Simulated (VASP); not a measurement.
A run of VASP 6.6.1 is set up as follows.

INCAR

```
SYSTEM = MgBe2SeO2
  ALGO = Normal
  EDIFF = 1E-6
  ENCUT = 520
  GGA = PE
  ISIF = 2
  ISMEAR = 0
  ISPIN = 2
  LASPH = .True.
  LCHARG = .False.
  LORBIT = 11
  LREAL = .False.
  LWAVE = .False.
  MAGMOM = 0 0 0 0 1 1
  NBANDS = 25
  NELM = 150
  PREC = Accurate
  SIGMA = 0.1
```

Contents of KPOINTS:

```
k-points
0
Gamma
  6 6 4
  0 0 0
```

POSCAR

```
MgBe2SeO2
1.0
    4.1261504400      0.0000000000      0.0000000000
   -2.0630752200      3.5733511000      0.0000000000
    0.0000000000      0.0000000000      6.4753950300
Mg Be Se O
1 2 1 2
Direct
    0.3333333300      0.6666666700      0.5000000000
    0.6666666700      0.3333333300      0.0000000000
    0.0000000000      0.0000000000      0.5000000000
    0.3333333300      0.6666666700      0.0000000000
    0.6666666700      0.3333333300      0.2672173200
    0.6666666700      0.3333333300      0.7327826800
```

Potentials or basis: VASP PAW PBE potentials, release 64 (Mg, Be, Se, O).

Launch:

```console
$ cat potpaw_PBE.64/Mg/POTCAR potpaw_PBE.64/Be/POTCAR potpaw_PBE.64/Se/POTCAR potpaw_PBE.64/O/POTCAR > POTCAR
$ mpirun -np 1 vasp_std > vasp.out
```

(1) Predict the band gap on the k mesh.

(2) Estimate the largest force.

(3) What does it give for the net moment?

(4) Predict the pressure.

Results:

(1) zero (filled and empty bands overlap).

(2) 0.993 eV/Å.

(3) 0.00 μB per cell.

(4) -7.9 GPa.
